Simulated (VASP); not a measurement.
# ZnS (F-43m) in VASP: a series of runs, part 2 of 2

VASP 6.6.1.

**4. Single point, r2SCAN+D4**

This run uses another cell than the first one, of 19.56 Å³/atom, 1.020 times its volume.

POSCAR reads:

```
ZnS
1.0
    0.0000000000      2.6942125291      2.6942125291
    2.6942125291      0.0000000000      2.6942125291
    2.6942125291      2.6942125291      0.0000000000
Zn S
1 1
Direct
    0.0000000000      0.0000000000      0.0000000000
    0.7500000000      0.7500000000      0.7500000000
```

INCAR.step1 reads:

```
SYSTEM = ZnS
ALGO = Normal
EDIFF = 1E-4
ENCUT = 520
GGA = PE
ISMEAR = 0
LASPH = .True.
LCHARG = .False.
LREAL = .False.
LWAVE = .True.
NBANDS = 16
NELM = 100
PREC = Accurate
SIGMA = 0.05
```

INCAR.step2 reads:

```
SYSTEM = ZnS
ALGO = Normal
EDIFF = 1E-6
ENCUT = 520
ISIF = 2
ISMEAR = 0
ISTART = 1
IVDW = 13
LASPH = .True.
LCHARG = .False.
LMIXTAU = .True.
LREAL = .False.
LWAVE = .False.
METAGGA = R2SCAN
NBANDS = 16
NELM = 100
PREC = Accurate
SIGMA = 0.05
VDW_A1 = 0.51559235
VDW_A2 = 5.77342911
VDW_S6 = 1.0
VDW_S8 = 0.6018749
```

KPOINTS reads:

```
k-points
0
Gamma
  8 8 8
  0 0 0
```

Potentials or basis: VASP PAW PBE potentials, release 64 (Zn, S).

The run is started by

```console
$ cat potpaw_PBE.64/Zn/POTCAR potpaw_PBE.64/S/POTCAR > POTCAR
$ cp INCAR.step1 INCAR
$ mpirun -np 1 vasp_std > vasp.out
$ cp INCAR.step2 INCAR
$ mpirun -np 1 vasp_std > vasp.out
```

OUTCAR:

```text
SYSTEM = ZnS
   EDIFF = 1E-6
   ENCUT = 520
   ISIF = 2
   ISMEAR = 0
   ISTART = 1
   IVDW = 13
   LASPH = .True.
   LREAL = .False.
   METAGGA = R2SCAN
   NELM = 100
   PREC = Accurate

 ion  position               nearest neighbor table
   1  0.000  0.000  0.000-   2 2.33   2 2.33   2 2.33   2 2.33
   2  0.750  0.750  0.750-   1 2.33   1 2.33   1 2.33   1 2.33

  LATTYP: Found a face centered cubic cell.
 ALAT       =     5.3884250582

  Lattice vectors:

 A1 = (   0.0000000000,   2.6942125291,   2.6942125291)
 A2 = (   2.6942125291,   0.0000000000,   2.6942125291)
 A3 = (   2.6942125291,   2.6942125291,   0.0000000000)

Analysis of symmetry for initial positions (statically):
=====================================================================
 Subroutine PRICEL returns:
 Original cell was already a primitive cell.

 Routine SETGRP: Setting up the symmetry group for a
 face centered cubic supercell.

 Subroutine GETGRP returns: Found 24 space group operations
 (whereof 24 operations were pure point group operations)
 out of a pool of 48 trial point group operations.

The static configuration has the point symmetry T_d .

Analysis of symmetry for dynamics (positions and initial velocities):
=====================================================================
 Subroutine PRICEL returns:
 Original cell was already a primitive cell.

 Routine SETGRP: Setting up the symmetry group for a
 face centered cubic supercell.

 Subroutine GETGRP returns: Found 24 space group operations
 (whereof 24 operations were pure point group operations)
 out of a pool of 48 trial point group operations.

The dynamic configuration has the point symmetry T_d .

 Subroutine INISYM returns: Found 24 space group operations
 (whereof 24 operations are pure point group operations),
 and found     1 'primitive' translations

----------------------------------------------------------------------------------------

                                     Primitive cell

  volume of cell :      39.1134

  direct lattice vectors                    reciprocal lattice vectors
     0.000000000  2.694212529  2.694212529    -0.185582984  0.185582984  0.185582984
     2.694212529  0.000000000  2.694212529     0.185582984 -0.185582984  0.185582984
     2.694212529  2.694212529  0.000000000     0.185582984  0.185582984 -0.185582984

  length of vectors
     3.810191899  3.810191899  3.810191899     0.321439157  0.321439157  0.321439157

  position of ions in fractional coordinates (direct lattice)
     0.000000000  0.000000000  0.000000000
     0.750000000  0.750000000  0.750000000

  ion indices of the primitive-cell ions
   primitive index   ion index
                 1           1
                 2           2

----------------------------------------------------------------------------------------

 KPOINTS: k-points

Automatic generation of k-mesh.
 Grid dimensions read from file:
 generate k-points for:    8    8    8

 Generating k-lattice:

  Cartesian coordinates                     Fractional coordinates (reciprocal lattice)
    -0.023197873  0.023197873  0.023197873     0.125000000  0.000000000  0.000000000
     0.023197873 -0.023197873  0.023197873     0.000000000  0.125000000  0.000000000
     0.023197873  0.023197873 -0.023197873     0.000000000  0.000000000  0.125000000

  Length of vectors
     0.040179895  0.040179895  0.040179895

  Shift w.r.t. Gamma in fractional coordinates (k-lattice)
     0.000000000  0.000000000  0.000000000

 Subroutine IBZKPT returns following result:
 ===========================================

 Found     29 irreducible k-points:

 Following reciprocal coordinates:
            Coordinates               Weight
  0.000000  0.000000  0.000000      1.000000
  0.125000  0.000000  0.000000      8.000000
  0.250000  0.000000  0.000000      8.000000
  0.375000  0.000000  0.000000      8.000000
  0.500000  0.000000  0.000000      4.000000
  0.125000  0.125000  0.000000      6.000000
[... 16 lines left out ...]
  0.500000  0.250000  0.125000     48.000000
 -0.375000  0.250000  0.125000     24.000000
 [... further k-points ...]
   k-points           NKPTS =     29   k-points in BZ     NKDIM =     29   number of bands    NBANDS=     16
   number of dos      NEDOS =    301   number of ions     NIONS =      2
   total plane-waves  NPLWV =  21952
   dimension x,y,z NGX =    28 NGY =   28 NGZ =   28
   dimension x,y,z NGXF=    56 NGYF=   56 NGZF=   56
   ions per type =               1   1
   NGX,Y,Z   is equivalent  to a cutoff of  12.22, 12.22, 12.22 a.u.
   NGXF,Y,Z  is equivalent  to a cutoff of  24.43, 24.43, 24.43 a.u.
 SYSTEM =  ZnS
   PREC   = accura    normal or accurate (medium, high low for compatibility)
   ISTART =      1    job   : 0-new  1-cont  2-samecut
   ICHARG =      0    charge: 1-file 2-atom 10-const
   ISPIN  =      1    spin polarized calculation?
   LNONCOLLINEAR =      F non collinear calculations
   LSORBIT =      F    spin-orbit coupling
   LASPH  =      T    aspherical Exc in radial PAW
   ENCUT  =  520.0 eV  38.22 Ry    6.18 a.u.   7.08  7.08  7.08*2*pi/ulx,y,z
   NELM   =    100;   NELMIN=  2; NELMDL=  0     # of ELM steps
   EDIFF  = 0.1E-05   stopping-criterion for ELM
   LREAL  =      F    real-space projection
   EDIFFG = 0.1E-04   stopping-criterion for IOM
   NSW    =      0    number of steps for IOM
   IBRION =     -1    ionic relax: 0-MD 1-quasi-New 2-CG
   NFREE  =      0    steps in history (QN), initial steepest desc. (CG)
   ISIF   =      2    stress and relaxation
   ISYM   =      2    0-nonsym 1-usesym 2-fastsym
   POTIM  = 0.5000    time-step for ionic-motion
   TEBEG  =    0.0;   TEEND  =   0.0 temperature during run
   PSTRESS=    0.0 pullay stress
   NELECT =      18.0000    total number of electrons
   NUPDOWN=      -1.0000    fix difference up-down
   EMIN   =  10.00;   EMAX   =-10.00  energy-range for DOS
   EFERMI =   0.00;   METHOD = LEGACY
   ISMEAR =     0;   SIGMA  =   0.05  broadening in eV -4-tet -1-fermi 0-gaus
   EFERMI_NEDOS =   21; number of points for ismear=-14 and -15
   IALGO  =     38    algorithm
   IMIX   =      4    mixing-type and parameters
     AMIX     =   0.40;   BMIX     =  1.00
     AMIX_MAG =   1.60;   BMIX_MAG =  1.00
  volume/ion in A,a.u.               =      19.56       131.98
  Fermi-wavevector in a.u.,A,eV,Ry     =   1.263932  2.388486 21.735646  1.597525
  Thomas-Fermi vector in A             =   2.397264
   LORBIT       =      0    0 simple, 1 ext, 2 COOP (PROOUT), +10 PAW based schemes
   METAGGA = R2SCAN    functional components
   LHFCALC =     F    Hartree Fock is set to
   AEXX    =    0.0000 exact exchange contribution
   IVDW    =    13    specifies the selected vdW correction
   LEPSILON=     F    determine dielectric tensor
   LRPA    =     F    only Hartree local field effects (RPA)
 non-spin polarized calculation
 Gauss-broadening in eV      SIGMA  =   0.05
  energy-cutoff  :      520.00
  volume of cell :       39.11
 maximum number of plane-waves:      1067
   NGX = 15   NGY = 15   NGZ = 15

 number of electron      18.0000006 magnetization

 Free energy of the ion-electron system (eV)
  ---------------------------------------------------
  ext. energy  EPLUGINS =         0.00000000
  ---------------------------------------------------
  free energy    TOTEN  =       -18.86623417 eV

  energy without entropy =      -18.86623417  energy(sigma->0) =      -18.86623417

 E-fermi :   2.1867     XC(G=0): -10.3281

 val. band max:        1.9125628340   @ k =   0.0000   0.0000   0.0000
 cond. band min:       4.6275705301   @ k =   0.0000   0.0000   0.0000
 fundamental gap:      2.7150076961
 Fermi energy:         2.1867351812

 k-point     1 :       0.0000    0.0000    0.0000
  band No.  band energies     occupation
      1     -11.8253      2.00000
      2      -4.6216      2.00000
      3      -4.6216      2.00000
      4      -4.6216      2.00000
      5      -4.0645      2.00000
      6      -4.0645      2.00000
[... 8 lines left out ...]
     15      14.2266      0.00000
     16      14.5048      0.00000
[... 419 lines left out ...]
 k-point    24 :      -0.3750    0.2500    0.1250
  band No.  band energies     occupation
      1     -10.7052      2.00000
      2      -4.4791      2.00000
      3      -4.4195      2.00000
      4      -4.1254      2.00000
      5      -4.0532      2.00000
      6      -3.7951      2.00000
[... 8 lines left out ...]
     15      16.0958      0.00000
     16      16.9654      0.00000

 [... further k-points ...]

------------------------ aborting loop because EDIFF is reached ----------------------------------------

  DFT-D4 for vdW energy calculation

  Edisp (eV):   -0.23199

  FORCE on cell =-STRESS in cart. coord.  units (eV):
  Direction    XX          YY          ZZ          XY          YZ          ZX
  --------------------------------------------------------------------------------------
  -------------------------------------------------------------------------------------
  Total      -0.20915    -0.20915    -0.20915    -0.00000    -0.00000    -0.00000
  in kB      -8.56727    -8.56727    -8.56727    -0.00000    -0.00000    -0.00000
  external pressure =       -8.57 kB  Pullay stress =        0.00 kB

 VOLUME and BASIS-vectors are now :
 -----------------------------------------------------------------------------
  energy-cutoff  :      520.00
  volume of cell :       39.11
      direct lattice vectors                 reciprocal lattice vectors
     0.000000000  2.694212529  2.694212529    -0.185582984  0.185582984  0.185582984
     2.694212529  0.000000000  2.694212529     0.185582984 -0.185582984  0.185582984
     2.694212529  2.694212529  0.000000000     0.185582984  0.185582984 -0.185582984

 POSITION                                       TOTAL-FORCE (eV/Angst)
 -----------------------------------------------------------------------------------
      0.00000      0.00000      0.00000         0.000000      0.000000      0.000000
      4.04132      4.04132      4.04132        -0.000000     -0.000000     -0.000000
 -----------------------------------------------------------------------------------
    total drift:                               -0.000011     -0.000011     -0.000011

  FREE ENERGIE OF THE ION-ELECTRON SYSTEM (eV)
  ---------------------------------------------------
  free  energy   TOTEN  =       -19.0982281824 eV

  energy  without entropy=      -19.0982281824  energy(sigma->0) =      -19.09822818
```

Wall time 29 s (1 thread of Intel Xeon 6975P-C (Granite Rapids), shared host); peak memory 0.16 GiB.

Results:

| Quantity | Value |
| --- | --- |
| Free energy | -19.0982 eV |
| Pressure | -0.9 GPa |
| Band gap on the k mesh | 2.71 eV, direct |
| Dispersion energy per atom | -0.116 eV |

Caveat: the PAW data sets were made with another functional, which shifts forces and pressure a little.

**5. The runs side by side**

| level | cell | gap on the mesh (eV) | pressure (GPa) |
| --- | --- | --- | --- |
| r2SCAN | a = 3.785 Å, angles 60.0°, 2 atoms | 2.81 | 1.7 |
| r2SCAN | a = 3.811 Å, angles 60.0°, 2 atoms | 2.71 | 0.0 |
| r2SCAN+D4 | a = 3.810 Å, angles 60.0°, 2 atoms | 2.71 | -0.9 |

Alike in all rows: task single point; potentials or basis VASP PAW PBE potentials, release 64 (Zn, S); no spin polarisation; k mesh 8 × 8 × 8; cutoff (eV) 520; smearing gaussian 0.05 eV.

Caveats: the PAW data sets were made with another functional, which shifts forces and pressure a little.

Total energies depend on the potentials used, so only differences within one code and one set of settings carry meaning.

**6. Against experiment**

Step 3. Against the measured gap of ZnS, 3.85 eV (direct; 19 K; quoted in “Electronic, vibrational, and thermodynamic properties of ZnS (zincblende and rocksalt structure)”, 2009, arxiv:0911.5022), the calculated 2.71 eV is off by -1.14 eV. The value is that of r2SCAN, without temperature or zero-point motion.

Step 4. Against the measured gap of ZnS, 3.85 eV (direct; 19 K; quoted in “Electronic, vibrational, and thermodynamic properties of ZnS (zincblende and rocksalt structure)”, 2009, arxiv:0911.5022), the calculated 2.71 eV is off by -1.14 eV. The value is that of r2SCAN+D4, without temperature or zero-point motion.
